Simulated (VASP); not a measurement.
# WS2 (Cmcm) in VASP: a series of runs

WS2 is run at these levels: PBE+D3(BJ); tasks: single point.

All numbers are computed with VASP 6.6.1; they aren't measurements. Logs are shortened: lines on timing, memory, paths and dates and some standing lists are left out, and cuts for length are marked.

## (1) The cell of the first run

The structure is orthorhombic, space group Cmcm (No. 63). The conventional cell has a = 3.154 Å, b = 5.463 Å, c = 12.140 Å, α = 90.00°, β = 90.00°, γ = 90.00°. Within 3.2 Å of W (site symmetry m2m) lie 6 S at 2.41 Å and 6 W at 3.15 Å. S (site symmetry m) has 3 W at 2.41 Å and 7 S at 3.15 Å within 3.2 Å.

## (2) Single point, PBE+D3(BJ) (mode 4 (29.2 1/cm) frozen in, largest displacement +0.200 Å)

The input, INCAR:

```
SYSTEM = WS2
PREC = Accurate
ENCUT = 520
EDIFF = 1E-6
ISMEAR = 0
SIGMA = 0.05
LREAL = .FALSE.
LASPH = .TRUE.
NELM = 100
ALGO = Normal
ISIF = 2
LWAVE = .FALSE.
LCHARG = .FALSE.
GGA = PE
IVDW = 12
NBANDS = 35
```

The input, KPOINTS:

```
Automatic mesh
0
G
  12 12 4
  0 0 0
```

The input, POSCAR:

```
WS2
1.0
    3.1542061832      0.0000000000      0.0000000000
   -1.5771030916      2.7316226834      0.0000000000
    0.0000000000      0.0000000000     12.1399091344
W S
2 4
Direct
    0.2967250563      0.5934501126      0.2500000000
    0.7032749437      0.4065498874      0.7500000000
    0.3695075665      0.7390151330      0.6202874207
    0.6304924335      0.2609848670      0.1202874207
    0.3695075665      0.7390151330      0.8797125793
    0.6304924335      0.2609848670      0.3797125793
```

Potentials or basis: VASP PAW PBE potentials, release 64 (W_sv, S).

Command:

```sh
$ cat potpaw_PBE.64/W_sv/POTCAR potpaw_PBE.64/S/POTCAR > POTCAR
$ mpirun -np 1 vasp_std > vasp.out
```

OUTCAR:

```text
SYSTEM = WS2
   PREC = Accurate
   ENCUT = 520
   EDIFF = 1E-6
   ISMEAR = 0
   LREAL = .FALSE.
   LASPH = .TRUE.
   NELM = 100
   ISIF = 2
   GGA = PE
   IVDW = 12
 IVDW          = 12

 ion  position               nearest neighbor table
   1  0.297  0.593  0.250-   4 2.41   6 2.41   4 2.41   6 2.41   4 2.41   6 2.41
   2  0.703  0.407  0.750-   3 2.41   5 2.41   3 2.41   5 2.41   3 2.41   5 2.41
   3  0.370  0.739  0.620-   2 2.41   2 2.41   2 2.41
   4  0.630  0.261  0.120-   1 2.41   1 2.41   1 2.41
   5  0.370  0.739  0.880-   2 2.41   2 2.41   2 2.41
   6  0.630  0.261  0.380-   1 2.41   1 2.41   1 2.41

  LATTYP: Found a hexagonal cell.
 ALAT       =     3.1542061832
 C/A-ratio  =     3.8488001194

  Lattice vectors:

 A1 = (   3.1542061832,   0.0000000000,   0.0000000000)
 A2 = (  -1.5771030916,   2.7316226834,   0.0000000000)
 A3 = (   0.0000000000,   0.0000000000,  12.1399091344)

Analysis of symmetry for initial positions (statically):
=====================================================================
 Subroutine PRICEL returns:
 Original cell was already a primitive cell.

 Routine SETGRP: Setting up the symmetry group for a
 hexagonal supercell.

 Subroutine GETGRP returns: Found  8 space group operations
 (whereof  4 operations were pure point group operations)
 out of a pool of 24 trial point group operations.

The static configuration has the point symmetry C_2h.
 The point group associated with its full space group is D_2h.

Analysis of symmetry for dynamics (positions and initial velocities):
=====================================================================
 Subroutine PRICEL returns:
 Original cell was already a primitive cell.

 Routine SETGRP: Setting up the symmetry group for a
 hexagonal supercell.

 Subroutine GETGRP returns: Found  8 space group operations
 (whereof  4 operations were pure point group operations)
 out of a pool of 24 trial point group operations.

The dynamic configuration has the point symmetry C_2h.
 The point group associated with its full space group is D_2h.

 Subroutine INISYM returns: Found  8 space group operations
 (whereof  4 operations are pure point group operations),
 and found     1 'primitive' translations

----------------------------------------------------------------------------------------

                                     Primitive cell

  volume of cell :     104.5987

  direct lattice vectors                    reciprocal lattice vectors
     3.154206183  0.000000000  0.000000000     0.317036979  0.183041385  0.000000000
    -1.577103092  2.731622683  0.000000000     0.000000000  0.366082771  0.000000000
     0.000000000  0.000000000 12.139909134     0.000000000  0.000000000  0.082372939

  length of vectors
     3.154206183  3.154206183 12.139909134     0.366082771  0.366082771  0.082372939

  position of ions in fractional coordinates (direct lattice)
     0.296725056  0.593450113  0.250000000
     0.703274944  0.406549887  0.750000000
     0.369507566  0.739015133  0.620287421
     0.630492434  0.260984867  0.120287421
     0.369507566  0.739015133  0.879712579
     0.630492434  0.260984867  0.379712579

  ion indices of the primitive-cell ions
   primitive index   ion index
                 1           1
                 2           2
                 3           3
                 4           4
                 5           5
                 6           6

----------------------------------------------------------------------------------------

 KPOINTS: Automatic mesh

Automatic generation of k-mesh.
 Grid dimensions read from file:
 generate k-points for:   12   12    4

 Generating k-lattice:

  Cartesian coordinates                     Fractional coordinates (reciprocal lattice)
     0.026419748  0.015253449  0.000000000     0.083333333  0.000000000  0.000000000
     0.000000000  0.030506898  0.000000000     0.000000000  0.083333333  0.000000000
     0.000000000  0.000000000  0.020593235     0.000000000  0.000000000  0.250000000

  Length of vectors
     0.030506898  0.030506898  0.020593235

  Shift w.r.t. Gamma in fractional coordinates (k-lattice)
     0.000000000  0.000000000  0.000000000

 Subroutine IBZKPT returns following result:
 ===========================================

 Found    129 irreducible k-points:

 Following reciprocal coordinates:
            Coordinates               Weight
  0.000000  0.000000  0.000000      1.000000
  0.083333 -0.000000  0.000000      4.000000
  0.000000  0.083333  0.000000      2.000000
  0.166667 -0.000000  0.000000      4.000000
  0.000000  0.166667  0.000000      2.000000
  0.250000  0.000000  0.000000      4.000000
[... 16 lines left out ...]
 -0.083333  0.416667  0.000000      4.000000
 -0.416667  0.333333  0.000000      4.000000
 [... further k-points ...]
   k-points           NKPTS =    129   k-points in BZ     NKDIM =    129   number of bands    NBANDS=     35
   number of dos      NEDOS =    301   number of ions     NIONS =      6
   total plane-waves  NPLWV =  51840
   dimension x,y,z NGX =    24 NGY =   24 NGZ =   90
   dimension x,y,z NGXF=    48 NGYF=   48 NGZF=  180
   ions per type =               2   4
   NGX,Y,Z   is equivalent  to a cutoff of  12.65, 12.65, 12.32 a.u.
   NGXF,Y,Z  is equivalent  to a cutoff of  25.30, 25.30, 24.65 a.u.
 SYSTEM =  WS2
   PREC   = accura    normal or accurate (medium, high low for compatibility)
   ISTART =      0    job   : 0-new  1-cont  2-samecut
   ICHARG =      2    charge: 1-file 2-atom 10-const
   ISPIN  =      1    spin polarized calculation?
   LNONCOLLINEAR =      F non collinear calculations
   LSORBIT =      F    spin-orbit coupling
   LASPH  =      T    aspherical Exc in radial PAW
   ENCUT  =  520.0 eV  38.22 Ry    6.18 a.u.   5.86  5.86 22.57*2*pi/ulx,y,z
   NELM   =    100;   NELMIN=  2; NELMDL= -5     # of ELM steps
   EDIFF  = 0.1E-05   stopping-criterion for ELM
   LREAL  =      F    real-space projection
   EDIFFG = 0.1E-04   stopping-criterion for IOM
   NSW    =      0    number of steps for IOM
   IBRION =     -1    ionic relax: 0-MD 1-quasi-New 2-CG
   NFREE  =      0    steps in history (QN), initial steepest desc. (CG)
   ISIF   =      2    stress and relaxation
   ISYM   =      2    0-nonsym 1-usesym 2-fastsym
   POTIM  = 0.5000    time-step for ionic-motion
   TEBEG  =    0.0;   TEEND  =   0.0 temperature during run
   PSTRESS=    0.0 pullay stress
   NELECT =      52.0000    total number of electrons
   NUPDOWN=      -1.0000    fix difference up-down
   EMIN   =  10.00;   EMAX   =-10.00  energy-range for DOS
   EFERMI =   0.00;   METHOD = LEGACY
   ISMEAR =     0;   SIGMA  =   0.05  broadening in eV -4-tet -1-fermi 0-gaus
   EFERMI_NEDOS =   21; number of points for ismear=-14 and -15
   IALGO  =     38    algorithm
   IMIX   =      4    mixing-type and parameters
     AMIX     =   0.40;   BMIX     =  1.00
     AMIX_MAG =   1.60;   BMIX_MAG =  1.00
  volume/ion in A,a.u.               =      17.43       117.64
  Fermi-wavevector in a.u.,A,eV,Ry     =   1.296882  2.450752 22.883686  1.681903
  Thomas-Fermi vector in A             =   2.428310
   LORBIT       =      0    0 simple, 1 ext, 2 COOP (PROOUT), +10 PAW based schemes
   GGA     = PE    functional components
   LHFCALC =     F    Hartree Fock is set to
   AEXX    =    0.0000 exact exchange contribution
   IVDW    =    12    specifies the selected vdW correction
   LEPSILON=     F    determine dielectric tensor
   LRPA    =     F    only Hartree local field effects (RPA)
 non-spin polarized calculation
 Gauss-broadening in eV      SIGMA  =   0.05
  energy-cutoff  :      520.00
  volume of cell :      104.60
 maximum number of plane-waves:      2841
   NGX = 11   NGY = 11   NGZ = 45

 number of electron      52.0000003 magnetization

 Free energy of the ion-electron system (eV)
  ---------------------------------------------------
  ext. energy  EPLUGINS =         0.00000000
  ---------------------------------------------------
  free energy    TOTEN  =       -47.15291685 eV

  energy without entropy =      -47.15291685  energy(sigma->0) =      -47.15291685

 E-fermi :   7.9649     XC(G=0): -11.0748

 val. band max:        7.7583862631   @ k =   0.0000   0.0000   0.0000
 cond. band min:       8.6439786470   @ k =   0.1667   0.1667   0.0000
 fundamental gap:      0.8855923839
 Fermi energy:         7.9649323273

 k-point     1 :       0.0000    0.0000    0.0000
  band No.  band energies     occupation
      1     -66.9133      2.00000
      2     -66.9133      2.00000
      3     -31.1721      2.00000
      4     -31.1720      2.00000
      5     -30.9922      2.00000
      6     -30.9922      2.00000
[... 27 lines left out ...]
     34      10.2758      0.00000
     35      12.4899      0.00000

 k-point     2 :       0.0833   -0.0000    0.0000
  band No.  band energies     occupation
      1     -66.9120      2.00000
      2     -66.9120      2.00000
      3     -31.1676      2.00000
      4     -31.1675      2.00000
      5     -31.0172      2.00000
      6     -31.0172      2.00000
[... 27 lines left out ...]
     34      10.2584      0.00000
     35      13.0390      0.00000

 k-point     3 :       0.0000    0.0833    0.0000
  band No.  band energies     occupation
      1     -66.9120      2.00000
      2     -66.9120      2.00000
      3     -31.1676      2.00000
      4     -31.1675      2.00000
      5     -31.0173      2.00000
      6     -31.0173      2.00000
[... 27 lines left out ...]
     34      10.2861      0.00000
     35      13.0331      0.00000
[... 723 lines left out ...]
 k-point    23 :      -0.0833    0.4167    0.0000
  band No.  band energies     occupation
      1     -66.8967      2.00000
      2     -66.8967      2.00000
      3     -31.2997      2.00000
      4     -31.2997      2.00000
      5     -31.1129      2.00000
      6     -31.1129      2.00000
[... 27 lines left out ...]
     34      12.1343      0.00000
     35      13.1096      0.00000

 k-point    24 :      -0.4167    0.3333    0.0000
  band No.  band energies     occupation
      1     -66.8967      2.00000
      2     -66.8967      2.00000
      3     -31.2998      2.00000
      4     -31.2998      2.00000
      5     -31.1128      2.00000
      6     -31.1128      2.00000
[... 27 lines left out ...]
     34      12.1540      0.00000
     35      13.0553      0.00000

 [... further k-points ...]

------------------------ aborting loop because EDIFF is reached ----------------------------------------

 Edisp (eV)   -2.61059

 E8    (eV) :    -1.0971

  FORCE on cell =-STRESS in cart. coord.  units (eV):
  Direction    XX          YY          ZZ          XY          YZ          ZX
  --------------------------------------------------------------------------------------
  -------------------------------------------------------------------------------------
  Total      -0.02882     0.03367     0.29245     0.00000     0.00000     0.00000
  in kB      -0.44143     0.51571     4.47956     0.00000     0.00000     0.00000
  external pressure =        1.52 kB  Pullay stress =        0.00 kB

 VOLUME and BASIS-vectors are now :
 -----------------------------------------------------------------------------
  energy-cutoff  :      520.00
  volume of cell :      104.60
      direct lattice vectors                 reciprocal lattice vectors
     3.154206183  0.000000000  0.000000000     0.317036979  0.183041385  0.000000000
    -1.577103092  2.731622683  0.000000000     0.000000000  0.366082771  0.000000000
     0.000000000  0.000000000 12.139909134     0.000000000  0.000000000  0.082372939

 POSITION                                       TOTAL-FORCE (eV/Angst)
 -----------------------------------------------------------------------------------
     -0.00000      1.62108      3.03498        -0.000000      0.119642     -0.000000
      1.57710      1.11054      9.10493         0.000000     -0.119642      0.000000
     -0.00000      2.01871      7.53023         0.000000     -0.036551      0.042283
      1.57710      0.71291      1.46028         0.000000      0.036551      0.042283
     -0.00000      2.01871     10.67963         0.000000     -0.036551     -0.042283
      1.57710      0.71291      4.60968         0.000000      0.036551     -0.042283
 -----------------------------------------------------------------------------------
    total drift:                               -0.000000      0.000000     -0.000000

  FREE ENERGIE OF THE ION-ELECTRON SYSTEM (eV)
  ---------------------------------------------------
  free  energy   TOTEN  =       -49.7635079805 eV

  energy  without entropy=      -49.7635079805  energy(sigma->0) =      -49.76350798
```

Run time: 5.4 min. Hardware: 1 thread of Intel Xeon 6975P-C, shared host; peak memory 0.49 GiB.

What came out:

```yaml
Free_energy: -49.7635 eV
Pressure: 0.2 GPa
Largest_force: 0.120 eV/Å
Band_gap_on_the_k_mesh: 0.89 eV, indirect (least direct gap 1.84 eV)
Dispersion_energy_per_atom: -0.435 eV
```

Forces in eV/Å, atoms in the order of the input:
```
W    0.000  0.120  0.000
W    0.000 -0.120  0.000
S    0.000 -0.037  0.042
S    0.000  0.037  0.042
S    0.000 -0.037 -0.042
S    0.000  0.037 -0.042
```

Stress tensor (GPa, compression positive):
```
-0.04  0.00  0.00
 0.00  0.05  0.00
 0.00  0.00  0.45
```

Caveat: the cell differs from its parent crystal (mode 4 (29.2 1/cm) frozen in, largest displacement +0.200 Å); spin-orbit coupling is left out, which moves the levels of the heavy elements. A k mesh can miss the band edges.

(Continued in part 2 of 3.)
